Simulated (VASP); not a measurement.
# C (Fddd) in VASP: notebook, part 2 of 2

VASP 6.6.1. The steps go on from the part before.

### 3 Single point, PBE

INCAR

```
  ALGO = Normal
  EDIFF = 1E-6
  ENCUT = 520
  GGA = PE
  ISIF = 2
  ISMEAR = 0
  LASPH = T
  LCHARG = F
  LREAL = F
  LWAVE = F
  NBANDS = 11
  NELM = 80
  PREC = Accurate
  SIGMA = 0.05
```

KPOINTS

```
k-points
0
Gamma
  12 12 12
```

POSCAR

```
C
1.0
    0.0000000000      1.9912149366      1.9108520020
    1.4554620389      0.0000000000      1.9108520020
    1.4554620389      1.9912149366      0.0000000000
C
2
Direct
    0.5000000000      0.5000000000      0.5000000000
    0.7500000000      0.7500000000      0.7500000000
```

Potentials or basis: VASP PAW PBE potentials, release 64 (C).

Command:

```bash
$ cat potpaw_PBE.64/C/POTCAR > POTCAR
$ mpirun -np 1 vasp_std > vasp.out
```

OUTCAR:

```text
EDIFF = 1E-6
   ENCUT = 520
   GGA = PE
   ISIF = 2
   ISMEAR = 0
   LASPH = T
   LREAL = F
   NELM = 80
   PREC = Accurate

 ion  position               nearest neighbor table
   1  0.500  0.500  0.500-   2 1.56   2 1.56   2 1.56   2 1.56
   2  0.750  0.750  0.750-   1 1.56   1 1.56   1 1.56   1 1.56

  LATTYP: Found a face centered orthorhombic cell.
 ALAT       =     2.9109240778
 B/A-ratio  =     1.3128834356
 C/A-ratio  =     1.3680981595

  Lattice vectors:

 A1 = (   0.0000000000,   1.9912149366,  -1.9108520020)
 A2 = (   1.4554620389,   1.9912149366,   0.0000000000)
 A3 = (   1.4554620389,   0.0000000000,  -1.9108520020)

Analysis of symmetry for initial positions (statically):
=====================================================================
 Subroutine PRICEL returns:
 Original cell was already a primitive cell.

 Routine SETGRP: Setting up the symmetry group for a
 face centered orthorhombic supercell.

 Subroutine GETGRP returns: Found  8 space group operations
 (whereof  4 operations were pure point group operations)
 out of a pool of  8 trial point group operations.

The static configuration has the point symmetry D_2 .
 The point group associated with its full space group is D_2h.

Analysis of symmetry for dynamics (positions and initial velocities):
=====================================================================
 Subroutine PRICEL returns:
 Original cell was already a primitive cell.

 Routine SETGRP: Setting up the symmetry group for a
 face centered orthorhombic supercell.

 Subroutine GETGRP returns: Found  8 space group operations
 (whereof  4 operations were pure point group operations)
 out of a pool of  8 trial point group operations.

The dynamic configuration has the point symmetry D_2 .
 The point group associated with its full space group is D_2h.

 Subroutine INISYM returns: Found  8 space group operations
 (whereof  4 operations are pure point group operations),
 and found     1 'primitive' translations

----------------------------------------------------------------------------------------

                                     Primitive cell

  volume of cell :      11.0758

  direct lattice vectors                    reciprocal lattice vectors
     0.000000000  1.991214937  1.910852002    -0.343533522  0.251102978  0.261663383
     1.455462039  0.000000000  1.910852002     0.343533522 -0.251102978  0.261663383
     1.455462039  1.991214937  0.000000000     0.343533522  0.251102978 -0.261663383

  length of vectors
     2.759763087  2.402025212  2.466436026     0.499535496  0.499535496  0.499535496

  position of ions in fractional coordinates (direct lattice)
     0.500000000  0.500000000  0.500000000
     0.750000000  0.750000000  0.750000000

  ion indices of the primitive-cell ions
   primitive index   ion index
                 1           1
                 2           2

----------------------------------------------------------------------------------------

 KPOINTS: k-points

Automatic generation of k-mesh.
 Grid dimensions read from file:
 generate k-points for:   12   12   12

 Generating k-lattice:

  Cartesian coordinates                     Fractional coordinates (reciprocal lattice)
    -0.028627793  0.020925248  0.021805282     0.083333333  0.000000000  0.000000000
     0.028627793 -0.020925248  0.021805282     0.000000000  0.083333333 -0.000000000
     0.028627793  0.020925248 -0.021805282    -0.000000000 -0.000000000  0.083333333

  Length of vectors
     0.041627958  0.041627958  0.041627958

  Shift w.r.t. Gamma in fractional coordinates (k-lattice)
     0.000000000  0.000000000  0.000000000

 Subroutine IBZKPT returns following result:
 ===========================================

 Found    280 irreducible k-points:

 Following reciprocal coordinates:
            Coordinates               Weight
  0.000000  0.000000  0.000000      1.000000
  0.083333  0.000000  0.000000      8.000000
  0.166667  0.000000  0.000000      8.000000
  0.250000  0.000000 -0.000000      8.000000
  0.333333  0.000000  0.000000      8.000000
  0.416667  0.000000  0.000000      8.000000
[... 16 lines left out ...]
  0.500000  0.166667  0.000000      8.000000
 -0.416667  0.166667  0.000000      8.000000
 [... further k-points ...]
   k-points           NKPTS =    280   k-points in BZ     NKDIM =    280   number of bands    NBANDS=     11
   number of dos      NEDOS =    301   number of ions     NIONS =      2
   total plane-waves  NPLWV =   7776
   dimension x,y,z NGX =    24 NGY =   18 NGZ =   18
   dimension x,y,z NGXF=    48 NGYF=   36 NGZF=   36
   ions per type =               2
   NGX,Y,Z   is equivalent  to a cutoff of  14.46, 12.46, 12.13 a.u.
   NGXF,Y,Z  is equivalent  to a cutoff of  28.91, 24.92, 24.27 a.u.
 SYSTEM =  unknown system
   PREC   = accura    normal or accurate (medium, high low for compatibility)
   ISTART =      0    job   : 0-new  1-cont  2-samecut
   ICHARG =      2    charge: 1-file 2-atom 10-const
   ISPIN  =      1    spin polarized calculation?
   LNONCOLLINEAR =      F non collinear calculations
   LSORBIT =      F    spin-orbit coupling
   LASPH  =      T    aspherical Exc in radial PAW
   ENCUT  =  520.0 eV  38.22 Ry    6.18 a.u.   5.13  4.47  4.59*2*pi/ulx,y,z
   NELM   =     80;   NELMIN=  2; NELMDL= -5     # of ELM steps
   EDIFF  = 0.1E-05   stopping-criterion for ELM
   LREAL  =      F    real-space projection
   EDIFFG = 0.1E-04   stopping-criterion for IOM
   NSW    =      0    number of steps for IOM
   IBRION =     -1    ionic relax: 0-MD 1-quasi-New 2-CG
   NFREE  =      0    steps in history (QN), initial steepest desc. (CG)
   ISIF   =      2    stress and relaxation
   ISYM   =      2    0-nonsym 1-usesym 2-fastsym
   POTIM  = 0.5000    time-step for ionic-motion
   TEBEG  =    0.0;   TEEND  =   0.0 temperature during run
   PSTRESS=    0.0 pullay stress
   NELECT =       8.0000    total number of electrons
   NUPDOWN=      -1.0000    fix difference up-down
   EMIN   =  10.00;   EMAX   =-10.00  energy-range for DOS
   EFERMI =   0.00;   METHOD = LEGACY
   ISMEAR =     0;   SIGMA  =   0.05  broadening in eV -4-tet -1-fermi 0-gaus
   EFERMI_NEDOS =   21; number of points for ismear=-14 and -15
   IALGO  =     38    algorithm
   IMIX   =      4    mixing-type and parameters
     AMIX     =   0.40;   BMIX     =  1.00
     AMIX_MAG =   1.60;   BMIX_MAG =  1.00
  volume/ion in A,a.u.               =       5.54        37.37
  Fermi-wavevector in a.u.,A,eV,Ry     =   1.468857  2.775737 29.355119  2.157540
  Thomas-Fermi vector in A             =   2.584304
   LORBIT       =      0    0 simple, 1 ext, 2 COOP (PROOUT), +10 PAW based schemes
   GGA     = PE    functional components
   LHFCALC =     F    Hartree Fock is set to
   AEXX    =    0.0000 exact exchange contribution
   IVDW    =     0    specifies the selected vdW correction
   LEPSILON=     F    determine dielectric tensor
   LRPA    =     F    only Hartree local field effects (RPA)
 non-spin polarized calculation
 Gauss-broadening in eV      SIGMA  =   0.05
  energy-cutoff  :      520.00
  volume of cell :       11.08
 maximum number of plane-waves:       313
 NGX is ok and might be reduce to    24

 number of electron       8.0000000 magnetization

 Free energy of the ion-electron system (eV)
  ---------------------------------------------------
  ext. energy  EPLUGINS =         0.00000000
  ---------------------------------------------------
  free energy    TOTEN  =       -16.65754890 eV

  energy without entropy =      -16.65727754  energy(sigma->0) =      -16.65741322

 E-fermi :  10.8542     XC(G=0): -13.5002

 val. band max:       10.8222143447   @ k =   0.1667   0.0000   0.0000
 cond. band min:      10.8634423798   @ k =  -0.0833   0.3333   0.4167
 fundamental gap:      0.0412280351
 Fermi energy:        10.8541946220

 k-point     1 :       0.0000    0.0000    0.0000
  band No.  band energies     occupation
      1     -11.6148      2.00000
      2       8.4962      2.00000
      3       9.5526      2.00000
      4      12.4500      0.00000
      5      14.3484      0.00000
      6      17.6307      0.00000
      7      18.1325      0.00000
      8      22.8852      0.00000
      9      30.0000      0.00000
     10      30.7346      0.00000
     11      33.4859      0.00000
[... 309 lines left out ...]
 k-point    24 :      -0.4167    0.1667    0.0000
  band No.  band energies     occupation
      1      -4.7626      2.00000
      2      -2.5834      2.00000
      3       3.3878      2.00000
      4       7.3665      2.00000
      5      16.0428      0.00000
      6      19.2157      0.00000
      7      22.7431      0.00000
      8      25.5892      0.00000
      9      32.0086      0.00000
     10      33.3351      0.00000
     11      38.5072      0.00000

 [... further k-points ...]
[... 5 lines left out ...]
  --------------------------------------------------------------------------------------
  -------------------------------------------------------------------------------------
  Total        9.4079856     -5.3855464     -1.2004386      0.0000000      0.0000000      0.0000000
  in kB     1360.9154790   -779.0481191   -173.6498728      0.0000000      0.0000000      0.0000000
  external PRESSURE =     136.0724957 kB  Pullay stress =       0.0000000 kB

 VOLUME and BASIS-vectors are now :
 -----------------------------------------------------------------------------
  energy-cutoff  :      520.00
  volume of cell :       11.08
      direct lattice vectors                 reciprocal lattice vectors
     0.000000000  1.991214937  1.910852002    -0.343533522  0.251102978  0.261663383
     1.455462039  0.000000000  1.910852002     0.343533522 -0.251102978  0.261663383
     1.455462039  1.991214937  0.000000000     0.343533522  0.251102978 -0.261663383

 POSITION                                       TOTAL-FORCE (eV/Angst)
 -----------------------------------------------------------------------------------
      1.45546      1.99121      1.91085         0.000000     -0.000000     -0.000000
      2.18319      2.98682      2.86628        -0.000000      0.000000      0.000000
 -----------------------------------------------------------------------------------
    total drift:                                0.000000      0.000000      0.000000

  FREE ENERGIE OF THE ION-ELECTRON SYSTEM (eV)
  ---------------------------------------------------
  free  energy   TOTEN  =       -16.6575488992 eV

  energy  without entropy=      -16.6572775423  energy(sigma->0) =      -16.65741322
```

Run time: 11 s. Hardware: 1 thread of Intel Xeon Platinum 8559C (Emerald Rapids), shared host; peak memory 0.13 GiB.

Results:

| Property | Result |
| --- | --- |
| Free energy | -16.6575 eV |
| Pressure | 13.6 GPa |
| Band gap on the k mesh | zero (band 4 reaches 12.45 eV, above the bottom of band 5 at 9.91 eV) |

Levels at points of the mesh, in eV from the Fermi level:
```tsv
k point	band 1	band 2	band 3	band 4	band 5	band 6	band 7	band 8
(0.00, 0.00, 0.00)	-22.47	-2.36	-1.30	1.60	3.49	6.78	7.28	12.03
(0.50, 0.00, 0.00)	-16.16	-14.06	-5.51	-1.76	3.62	6.55	11.61	15.79
(0.50, 0.50, 0.00)	-14.64	-14.64	-5.19	-5.19	6.78	6.78	12.60	12.60
(0.50, 0.00, 0.50)	-15.24	-15.24	-4.63	-4.63	7.69	7.69	13.13	13.13
(0.00, 0.50, 0.50)	-10.25	-10.25	-9.51	-9.51	0.09	0.09	16.70	16.70
```

Caveat: the cell differs from its parent crystal (strain +e along x and -e along y -0.1500, strain +e along z and -e/2 along x and y +0.0700).

### 4 Single point, PBE

This run uses another cell than the first one, of the same volume but with other edges.

INCAR

```
SYSTEM = C
PREC = Accurate ; ENCUT = 520
EDIFF = 1E-6 ; ISMEAR = 0
SIGMA = 0.05 ; LREAL = .False.
LASPH = .True. ; NELM = 60
ALGO = Normal ; ISIF = 2
LWAVE = .False. ; LCHARG = .True.
GGA = PE ; LELF = .True.
LVHAR = .True. ; NBANDS = 11
```

KPOINTS

```
Automatic mesh
0
Gamma
  12 12 12
  0 0 0
```

POSCAR

```
C
1.0
    0.0000000000      2.1162239461      1.6608339830
    1.5804710484      0.0000000000      1.6608339830
    1.5804710484      2.1162239461      0.0000000000
C
2
Direct
    0.5000000000      0.5000000000      0.5000000000
    0.7500000000      0.7500000000      0.7500000000
```

Command:

```bash
$ cat potpaw_PBE.64/C/POTCAR > POTCAR
$ mpirun -np 1 vasp_std > vasp.out
```

Run time: 17 s. Hardware: 1 thread of Intel Xeon Platinum 8559C (Emerald Rapids), shared host; peak memory 0.13 GiB.

The run converged. Its results:

| Quantity | Value |
| --- | --- |
| Free energy | -16.3301 eV |
| Pressure | 15.0 GPa |
| Band gap on the k mesh | zero (band 4 reaches 12.12 eV, above the bottom of band 5 at 12.08 eV) |

Stress tensor (GPa, compression positive):
```
 128.98    0.00    0.00
   0.00 -192.54    0.00
   0.00    0.00  108.66
```

Levels at points of the mesh, in eV from the Fermi level:
| k point | band 1 | band 2 | band 3 | band 4 | band 5 | band 6 | band 7 | band 8 | band 9 |
| --- | --- | --- | --- | --- | --- | --- | --- | --- | --- |
| (0.00, 0.00, 0.00) | -23.70 | -5.38 | -0.30 | 0.04 | 3.02 | 3.62 | 6.55 | 8.64 | 17.94 |
| (0.50, 0.00, 0.00) | -17.50 | -15.35 | -7.28 | -1.78 | 1.32 | 7.52 | 11.51 | 13.62 | 19.27 |
| (0.50, 0.50, 0.00) | -13.61 | -13.61 | -8.67 | -8.67 | 1.89 | 1.89 | 11.90 | 11.90 | 18.56 |
| (0.50, 0.00, 0.50) | -17.31 | -17.31 | -5.20 | -5.20 | 7.38 | 7.38 | 13.43 | 13.43 | 18.05 |
| (0.00, 0.50, 0.50) | -12.78 | -12.78 | -9.48 | -9.48 | 0.63 | 0.63 | 12.83 | 12.83 | 19.73 |

Caveat: the cell differs from its parent crystal (strain +e along x and -e along y -0.1500, strain +e along z and -e/2 along x and y -0.0700).

### 5 Single point, PBE

INCAR

```
  PREC = Accurate
  ENCUT = 520
  EDIFF = 1E-6
  ISMEAR = 0
  SIGMA = 0.05
  LREAL = F
  LASPH = T
  NELM = 80
  ALGO = Normal
  ISIF = 2
  LWAVE = F
  LCHARG = F
  GGA = PE
  NBANDS = 11
```

KPOINTS

```
regular mesh
0
Gamma
  12 12 12
```

POSCAR

```
C
1.0
    0.0000000000      2.0068410628      1.8795997496
    1.4710881651      0.0000000000      1.8795997496
    1.4710881651      2.0068410628      0.0000000000
C
2
Direct
    0.5000000000      0.5000000000      0.5000000000
    0.7500000000      0.7500000000      0.7500000000
```

Command:

```bash
$ cat potpaw_PBE.64/C/POTCAR > POTCAR
$ mpirun -np 1 vasp_std > vasp.out
```

Wall time 14 s (1 thread of Intel Xeon Platinum 8559C (Emerald Rapids), shared host); peak memory 0.13 GiB.

The run converged. Its results:

```
Free energy            : -16.7203 eV
Pressure               : 12.9 GPa
Band gap on the k mesh : zero (band 4 reaches 12.34 eV, above the bottom of band 5 at 10.11 eV)
```

Stress tensor (GPa, compression positive):
```
133.00   0.00   0.00
  0.00 -94.38   0.00
  0.00   0.00   0.17
```

Levels at points of the mesh, in eV from the Fermi level:
| k point | band 1 | band 2 | band 3 | band 4 | band 5 | band 6 | band 7 | band 8 | band 9 |
| --- | --- | --- | --- | --- | --- | --- | --- | --- | --- |
| (0.00, 0.00, 0.00) | -22.58 | -2.74 | -1.10 | 1.39 | 3.40 | 6.36 | 7.16 | 11.74 | 19.19 |
| (0.50, 0.00, 0.00) | -16.31 | -14.20 | -5.64 | -1.82 | 3.50 | 6.64 | 11.56 | 15.58 | 21.95 |
| (0.50, 0.50, 0.00) | -14.51 | -14.51 | -5.62 | -5.62 | 6.17 | 6.17 | 12.53 | 12.53 | 18.96 |
| (0.50, 0.00, 0.50) | -15.47 | -15.47 | -4.72 | -4.72 | 7.62 | 7.62 | 13.34 | 13.34 | 19.29 |
| (0.00, 0.50, 0.50) | -10.54 | -10.54 | -9.52 | -9.52 | 0.13 | 0.13 | 16.39 | 16.39 | 23.97 |

Caveat: the cell differs from its parent crystal (strain +e along x and -e along y -0.1500, strain +e along z and -e/2 along x and y +0.0525).

### 6 Single point, PBE

INCAR

```
SYSTEM = C
PREC     = Accurate       ! precision mode
ENCUT    = 520            ! plane-wave cutoff, eV
EDIFF    = 1E-6           ! SCF threshold, eV
ISMEAR   = 0              ! smearing method
SIGMA    = 0.05           ! smearing width, eV
LREAL    = .False.        ! projectors in reciprocal space
LASPH    = .True.         ! aspherical terms in the spheres
NELM     = 60             ! most SCF steps
ALGO     = Normal         ! electronic algorithm
ISIF     = 2              ! what is computed and relaxed
LWAVE    = .False.        ! write WAVECAR
LCHARG   = .False.        ! write CHGCAR
GGA      = PE             ! functional
NBANDS   = 11             ! bands
```

KPOINTS

```
Automatic mesh
0
Gamma
  12 12 12
  0 0 0
```

POSCAR

```
C
1.0
    0.0000000000      1.9242458244      1.9108520020
    1.5224311511      0.0000000000      1.9108520020
    1.5224311511      1.9242458244      0.0000000000
C
2
Direct
    0.5000000000      0.5000000000      0.5000000000
    0.7500000000      0.7500000000      0.7500000000
```

Potentials or basis: VASP PAW PBE potentials, release 64 (C).

Command:

```bash
$ cat potpaw_PBE.64/C/POTCAR > POTCAR
$ mpirun -np 1 vasp_std > vasp.out
```

Wall time 13 s (1 thread of Intel Xeon Platinum 8559C (Emerald Rapids), shared host); peak memory 0.13 GiB.

It converged, with:

- Free energy: -17.2029 eV
- Pressure: 8.8 GPa
- Band gap on the k mesh: zero (band 4 reaches 11.83 eV, above the bottom of band 5 at 10.63 eV)

Stress tensor (GPa, compression positive):
```
115.22   0.00   0.00
  0.00 -49.24   0.00
  0.00   0.00 -39.73
```

Levels at points of the mesh, in eV from the Fermi level:
| k point | band 1 | band 2 | band 3 | band 4 | band 5 | band 6 | band 7 | band 8 | band 9 |
| --- | --- | --- | --- | --- | --- | --- | --- | --- | --- |
| (0.00, 0.00, 0.00) | -22.74 | -2.11 | -1.95 | 0.75 | 3.18 | 5.96 | 6.04 | 11.92 | 18.93 |
| (0.50, 0.00, 0.00) | -16.65 | -14.46 | -5.56 | -2.38 | 4.12 | 6.32 | 11.01 | 15.22 | 21.08 |
| (0.50, 0.50, 0.00) | -14.97 | -14.97 | -5.92 | -5.92 | 5.89 | 5.89 | 13.36 | 13.36 | 19.59 |
| (0.50, 0.00, 0.50) | -15.07 | -15.07 | -5.82 | -5.82 | 6.05 | 6.05 | 13.44 | 13.44 | 19.60 |
| (0.00, 0.50, 0.50) | -11.35 | -11.35 | -9.43 | -9.43 | 0.39 | 0.39 | 16.24 | 16.24 | 23.73 |

Caveat: the cell differs from its parent crystal (strain +e along x and -e along y -0.1125, strain +e along z and -e/2 along x and y +0.0700).

### 7 Summary

| cell | gap on the mesh (eV) | pressure (GPa) |
| --- | --- | --- |
| a = 2.740, b = 2.372, c = 2.510 Å, angles 68.2, 53.5, 58.3°, 2 atoms | none | 12.5 |
| a = 2.760, b = 2.402, c = 2.466 Å, angles 69.0, 54.4, 56.6°, 2 atoms | none | 13.6 |
| a = 2.690, b = 2.293, c = 2.641 Å, angles 65.6, 50.9, 63.4°, 2 atoms | none | 15.0 |
| a = 2.750, b = 2.387, c = 2.488 Å, angles 68.6, 53.9, 57.4°, 2 atoms | none | 12.9 |
| a = 2.712, b = 2.443, c = 2.454 Å, angles 67.3, 56.2, 56.6°, 2 atoms | none | 8.8 |

Alike in all rows: task single point; level PBE; potentials or basis VASP PAW PBE potentials, release 64 (C); no spin polarisation; k mesh 12 × 12 × 12; cutoff (eV) 520; smearing gaussian 0.05 eV.

Total energies depend on the potentials used, so only differences within one code and one set of settings carry meaning.
